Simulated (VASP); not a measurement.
# H2C18O in VASP: a series of runs

Runs on H2C18O. Level: PBE. Tasks: single point.

Program: VASP 6.6.1. These are calculated values, not measurements. Logs are shortened: lines on timing, memory, paths and dates and some standing lists are left out, and cuts for length are marked.

### Step 1. The cell of the first run

The cell holds a slab with vacuum, 21 atoms: a = 7.398 Å, b = 7.398 Å, c = 11.000 Å, α = 90.00°, β = 90.00°, γ = 120.00°.

### Step 2. Single point, PBE

INCAR reads:

```
SYSTEM = H2C18O
PREC = Accurate
ENCUT = 520
EDIFF = 1E-7
ISMEAR = 0
SIGMA = 0.05
LREAL = Auto
LASPH = .TRUE.
NELM = 60
ALGO = Normal
ISIF = 2
LWAVE = .FALSE.
LCHARG = .FALSE.
GGA = PE
NBANDS = 56
```

KPOINTS reads:

```
regular mesh
0
G
  2 2 1
  0 0 0
```

POSCAR reads:

```
H2C18O
1.0
    7.3980000000      0.0000000000      0.0000000000
   -3.6990000000      6.4068560000      0.0000000000
    0.0000000000      0.0000000000     11.0000000000
C O H
18 1 2
Direct
    0.0134569925      0.0042240687      0.0653010000
    0.2343945732      0.1147745478      0.0652539091
    0.0115139927      0.3378227948      0.0650844545
    0.2363947898      0.4501972574      0.0651454545
    0.0135472794      0.6730480598      0.0651209091
    0.2342239922      0.7833676924      0.0652462727
    0.3446692484      0.0043366044      0.0653236364
    0.5696312254      0.1168766709      0.0654060000
    0.3468470182      0.3397170156      0.0652058182
    0.5675592084      0.4500789467      0.0651999091
    0.3466883829      0.6708836596      0.0652512727
    0.5676570163      0.7813064630      0.0653964545
    0.6801526873      0.0063110518      0.0655527273
    0.9010291654      0.1167777144      0.0653826364
    0.6800877588      0.3376648390      0.0651532727
    0.9011068882      0.4481553823      0.0650014545
    0.6780927467      0.6710319383      0.0652656364
    0.9030574128      0.7835052013      0.0652268182
    0.8830072676      0.2449255922      0.3925784545
    0.7676873801      0.2437632436      0.4352393636
    0.8213033486      0.1734050211      0.3167557273
```

Potentials or basis: VASP PAW PBE potentials, release 64 (C, O, H).

Run with:

```console
cat potpaw_PBE.64/C/POTCAR potpaw_PBE.64/O/POTCAR potpaw_PBE.64/H/POTCAR > POTCAR
mpirun -np 1 vasp_std > vasp.out
```

OUTCAR:

```text
SYSTEM = H2C18O
   PREC = Accurate
   ENCUT = 520
   EDIFF = 1E-7
   ISMEAR = 0
   LREAL = Auto
   LASPH = .TRUE.
   NELM = 60
   ISIF = 2
   GGA = PE

 ion  position               nearest neighbor table
   1  0.013  0.004  0.065-  18 1.41   2 1.42  14 1.44
   2  0.234  0.115  0.065-   7 1.41   1 1.42   9 1.44
   3  0.012  0.338  0.065-  16 1.41  14 1.42   4 1.44
   4  0.236  0.450  0.065-  11 1.41   9 1.42   3 1.44
   5  0.014  0.673  0.065-   6 1.41  18 1.42  16 1.44
   6  0.234  0.783  0.065-   5 1.41   7 1.42  11 1.44
[... 10 lines left out ...]
  17  0.678  0.671  0.065-  12 1.41  10 1.42  18 1.44
  18  0.903  0.784  0.065-   1 1.41   5 1.42  17 1.44
  19  0.883  0.245  0.393-  20 0.97  21 0.97
  20  0.768  0.244  0.435-  19 0.97
  21  0.821  0.173  0.317-  19 0.97

  LATTYP: Found a hexagonal cell.
 ALAT       =     7.3980000000
 C/A-ratio  =     1.4868883482

  Lattice vectors:

 A1 = (   7.3980000000,   0.0000000000,   0.0000000000)
 A2 = (  -3.6990000000,   6.4068560000,   0.0000000000)
 A3 = (   0.0000000000,   0.0000000000,  11.0000000000)

Analysis of symmetry for initial positions (statically):
=====================================================================
 Subroutine PRICEL returns:
 Original cell was already a primitive cell.

 Routine SETGRP: Setting up the symmetry group for a
 hexagonal supercell.

 Subroutine GETGRP returns: Found  1 space group operations
 (whereof  1 operations were pure point group operations)
 out of a pool of 24 trial point group operations.

The static configuration has the point symmetry C_1 .

Analysis of symmetry for dynamics (positions and initial velocities):
=====================================================================
 Subroutine PRICEL returns:
 Original cell was already a primitive cell.

 Routine SETGRP: Setting up the symmetry group for a
 hexagonal supercell.

 Subroutine GETGRP returns: Found  1 space group operations
 (whereof  1 operations were pure point group operations)
 out of a pool of 24 trial point group operations.

The dynamic configuration has the point symmetry C_1 .

 Subroutine INISYM returns: Found  1 space group operations
 (whereof  1 operations are pure point group operations),
 and found     1 'primitive' translations

----------------------------------------------------------------------------------------

                                     Primitive cell

  volume of cell :     521.3771

  direct lattice vectors                    reciprocal lattice vectors
     7.398000000  0.000000000  0.000000000     0.135171668  0.078041398  0.000000000
    -3.699000000  6.406856000  0.000000000     0.000000000  0.156082796  0.000000000
     0.000000000  0.000000000 11.000000000     0.000000000  0.000000000  0.090909091

  length of vectors
     7.398000000  7.398000054 11.000000000     0.156082797  0.156082796  0.090909091

  position of ions in fractional coordinates (direct lattice)
     0.013456992  0.004224069  0.065301000
     0.234394573  0.114774548  0.065253909
     0.011513993  0.337822795  0.065084455
     0.236394790  0.450197257  0.065145454
     0.013547279  0.673048060  0.065120909
     0.234223992  0.783367692  0.065246273
[... 13 lines left out ...]
     0.767687380  0.243763244  0.435239364
     0.821303349  0.173405021  0.316755727

  ion indices of the primitive-cell ions
   primitive index   ion index
                 1           1
                 2           2
                 3           3
                 4           4
                 5           5
                 6           6
[... 13 lines left out ...]
                20          20
                21          21

----------------------------------------------------------------------------------------

 KPOINTS: regular mesh

Automatic generation of k-mesh.
 Grid dimensions read from file:
 generate k-points for:    2    2    1

 Generating k-lattice:

  Cartesian coordinates                     Fractional coordinates (reciprocal lattice)
     0.067585834  0.039020699  0.000000000     0.500000000 -0.000000000  0.000000000
     0.000000000  0.078041398  0.000000000     0.000000000  0.500000000  0.000000000
     0.000000000  0.000000000  0.090909091     0.000000000  0.000000000  1.000000000

  Length of vectors
     0.078041399  0.078041398  0.090909091

  Shift w.r.t. Gamma in fractional coordinates (k-lattice)
     0.000000000  0.000000000  0.000000000

 Subroutine IBZKPT returns following result:
 ===========================================

 Found      4 irreducible k-points:

 Following reciprocal coordinates:
            Coordinates               Weight
  0.000000  0.000000  0.000000      1.000000
  0.500000 -0.000000  0.000000      1.000000
  0.000000  0.500000  0.000000      1.000000
  0.500000  0.500000  0.000000      1.000000
   k-points           NKPTS =      4   k-points in BZ     NKDIM =      4   number of bands    NBANDS=     56
   number of dos      NEDOS =    301   number of ions     NIONS =     21
   total plane-waves  NPLWV = 263424
   dimension x,y,z NGX =    56 NGY =   56 NGZ =   84
   dimension x,y,z NGXF=   112 NGYF=  112 NGZF=  168
   ions per type =              18   1   2
   NGX,Y,Z   is equivalent  to a cutoff of  12.58, 12.58, 12.70 a.u.
   NGXF,Y,Z  is equivalent  to a cutoff of  25.17, 25.17, 25.39 a.u.
 SYSTEM =  H2C18O
   PREC   = accura    normal or accurate (medium, high low for compatibility)
   ISTART =      0    job   : 0-new  1-cont  2-samecut
   ICHARG =      2    charge: 1-file 2-atom 10-const
   ISPIN  =      1    spin polarized calculation?
   LNONCOLLINEAR =      F non collinear calculations
   LSORBIT =      F    spin-orbit coupling
   LASPH  =      T    aspherical Exc in radial PAW
   ENCUT  =  520.0 eV  38.22 Ry    6.18 a.u.  13.76 13.76 20.45*2*pi/ulx,y,z
   NELM   =     60;   NELMIN=  2; NELMDL= -5     # of ELM steps
   EDIFF  = 0.1E-06   stopping-criterion for ELM
   LREAL  =      T    real-space projection
   EDIFFG = 0.1E-05   stopping-criterion for IOM
   NSW    =      0    number of steps for IOM
   IBRION =     -1    ionic relax: 0-MD 1-quasi-New 2-CG
   NFREE  =      0    steps in history (QN), initial steepest desc. (CG)
   ISIF   =      2    stress and relaxation
   ISYM   =      2    0-nonsym 1-usesym 2-fastsym
   POTIM  = 0.5000    time-step for ionic-motion
   TEBEG  =    0.0;   TEEND  =   0.0 temperature during run
   PSTRESS=    0.0 pullay stress
   NELECT =      80.0000    total number of electrons
   NUPDOWN=      -1.0000    fix difference up-down
   EMIN   =  10.00;   EMAX   =-10.00  energy-range for DOS
   EFERMI =   0.00;   METHOD = LEGACY
   ISMEAR =     0;   SIGMA  =   0.05  broadening in eV -4-tet -1-fermi 0-gaus
   EFERMI_NEDOS =   21; number of points for ismear=-14 and -15
   IALGO  =     38    algorithm
   IMIX   =      4    mixing-type and parameters
     AMIX     =   0.40;   BMIX     =  1.00
     AMIX_MAG =   1.60;   BMIX_MAG =  1.00
  volume/ion in A,a.u.               =      24.83       167.54
  Fermi-wavevector in a.u.,A,eV,Ry     =   0.876437  1.656226 10.451210  0.768142
  Thomas-Fermi vector in A             =   1.996247
   LORBIT       =      0    0 simple, 1 ext, 2 COOP (PROOUT), +10 PAW based schemes
   GGA     = PE    functional components
   LHFCALC =     F    Hartree Fock is set to
   AEXX    =    0.0000 exact exchange contribution
   IVDW    =     0    specifies the selected vdW correction
   LEPSILON=     F    determine dielectric tensor
   LRPA    =     F    only Hartree local field effects (RPA)
 non-spin polarized calculation
 Gauss-broadening in eV      SIGMA  =   0.05
  energy-cutoff  :      520.00
  volume of cell :      521.38
 maximum number of plane-waves:     14099
 NGX is ok and might be reduce to    56
   NGX = 27   NGY = 27   NGZ = 41

 number of electron      79.9999999 magnetization

 Free energy of the ion-electron system (eV)
  ---------------------------------------------------
  ext. energy  EPLUGINS =         0.00000000
  ---------------------------------------------------
  free energy    TOTEN  =      -179.88173758 eV

  energy without entropy =     -179.88154761  energy(sigma->0) =     -179.88164260

 E-fermi :  -1.4604     XC(G=0):  -4.4845

 val. band max:       -1.5697983036   @ k =   0.0000   0.0000   0.0000
 cond. band min:      -1.3499924111   @ k =   0.0000   0.0000   0.0000
 fundamental gap:      0.2198058924
 Fermi energy:        -1.4603964458

 k-point     1 :       0.0000    0.0000    0.0000
  band No.  band energies     occupation
      1     -22.3213      2.00000
      2     -20.9842      2.00000
      3     -18.4972      2.00000
      4     -18.4779      2.00000
      5     -18.3666      2.00000
      6     -18.3597      2.00000
[... 44 lines left out ...]
     51       3.5623      0.00000
     52       4.5083      0.00000

 k-point     2 :       0.5000   -0.0000    0.0000
  band No.  band energies     occupation
      1     -22.3212      2.00000
      2     -20.3373      2.00000
      3     -20.3232      2.00000
      4     -19.0829      2.00000
      5     -18.9922      2.00000
      6     -16.5928      2.00000
[... 44 lines left out ...]
     51       4.1958      0.00000
     52       4.4272      0.00000

 k-point     3 :       0.0000    0.5000    0.0000
  band No.  band energies     occupation
      1     -22.3212      2.00000
      2     -20.3382      2.00000
      3     -20.3224      2.00000
      4     -19.0833      2.00000
      5     -18.9917      2.00000
      6     -16.5935      2.00000
[... 44 lines left out ...]
     51       4.2069      0.00000
     52       4.4286      0.00000

 k-point     4 :       0.5000    0.5000    0.0000
  band No.  band energies     occupation
      1     -22.3212      2.00000
      2     -20.3355      2.00000
      3     -20.3251      2.00000
      4     -19.0837      2.00000
      5     -18.9912      2.00000
      6     -16.5941      2.00000
[... 44 lines left out ...]
     51       4.3251      0.00000
     52       4.4181      0.00000
 [bands above 52 left out]

------------------------ aborting loop because EDIFF is reached ----------------------------------------

  FORCE on cell =-STRESS in cart. coord.  units (eV):
  Direction    XX          YY          ZZ          XY          YZ          ZX
  --------------------------------------------------------------------------------------
  -------------------------------------------------------------------------------------
  Total        1.6203887      1.5839491      0.0237806     -0.0325609      0.0343230     -0.0612051
  in kB        4.9794090      4.8674312      0.0730771     -0.1000588      0.1054735     -0.1880815
  external PRESSURE =       3.3066391 kB  Pullay stress =       0.0000000 kB

 VOLUME and BASIS-vectors are now :
 -----------------------------------------------------------------------------
  energy-cutoff  :      520.00
  volume of cell :      521.38
      direct lattice vectors                 reciprocal lattice vectors
     7.398000000  0.000000000  0.000000000     0.135171668  0.078041398  0.000000000
    -3.699000000  6.406856000  0.000000000     0.000000000  0.156082796  0.000000000
     0.000000000  0.000000000 11.000000000     0.000000000  0.000000000  0.090909091

 POSITION                                       TOTAL-FORCE (eV/Angst)
 -----------------------------------------------------------------------------------
      0.08393      0.02706      0.71831        -0.001545      0.000679     -0.002803
      1.30950      0.73534      0.71779        -0.007472      0.003951      0.001449
     -1.16443      2.16438      0.71593         0.002292      0.005717     -0.000314
      0.08357      2.88435      0.71660        -0.008555     -0.005434      0.000361
     -2.38938      4.31212      0.71633        -0.005847      0.000517     -0.000916
     -1.16489      5.01892      0.71771        -0.000972      0.004561      0.001880
[... 13 lines left out ...]
      4.77767      1.56176      4.78763        -0.077689      0.022027      0.096072
      5.43458      1.11098      3.48431         0.028524     -0.049737     -0.114929
 -----------------------------------------------------------------------------------
    total drift:                               -0.009149     -0.000326      0.005707

  FREE ENERGIE OF THE ION-ELECTRON SYSTEM (eV)
  ---------------------------------------------------
  free  energy   TOTEN  =      -179.8817375843 eV

  energy  without entropy=     -179.8815476101  energy(sigma->0) =     -179.88164260
```

Wall time 2.9 min (1 thread of Intel Xeon Platinum 8488C (Sapphire Rapids), shared host); peak memory 0.6 GiB.

What came out:

```
Free energy            : -179.8817 eV
Largest force          : 0.128 eV/Å
Band gap on the k mesh : 0.22 eV, direct
```

Forces in eV/Å, atoms in the order of the input:
```
C   -0.002  0.001 -0.003
C   -0.007  0.004  0.001
C    0.002  0.006  0.000
C   -0.009 -0.005  0.000
C   -0.006  0.001 -0.001
C   -0.001  0.005  0.002
C   -0.005  0.000  0.002
C    0.000 -0.008 -0.001
C    0.006 -0.008 -0.001
C    0.004  0.001 -0.002
C   -0.001  0.003  0.000
C   -0.001  0.009  0.000
C   -0.007 -0.006  0.001
C    0.015 -0.007  0.001
C   -0.003  0.008  0.004
C    0.001  0.001 -0.001
C    0.015 -0.001 -0.001
C   -0.007  0.003  0.002
O    0.054  0.024  0.015
H   -0.078  0.022  0.096
H    0.029 -0.050 -0.115
```

Levels at points of the mesh, in eV from the valence-band top:
| k point | band 38 | band 39 | band 40 | band 41 | band 42 | band 43 |
| --- | --- | --- | --- | --- | --- | --- |
| (0.00, 0.00, 0.00) | -2.66 | -0.01 | 0.00 | 0.22 | 0.22 | 2.96 |
| (0.50, 0.00, 0.00) | -2.52 | -2.51 | -2.25 | 1.78 | 2.59 | 2.60 |
| (0.00, 0.50, 0.00) | -2.53 | -2.51 | -2.25 | 1.79 | 2.58 | 2.60 |
| (0.50, 0.50, 0.00) | -2.51 | -2.50 | -2.25 | 1.79 | 2.59 | 2.60 |

Caveat: the k points lie up to 0.49 Å⁻¹ apart.

(Continued in part 2 of 2.)
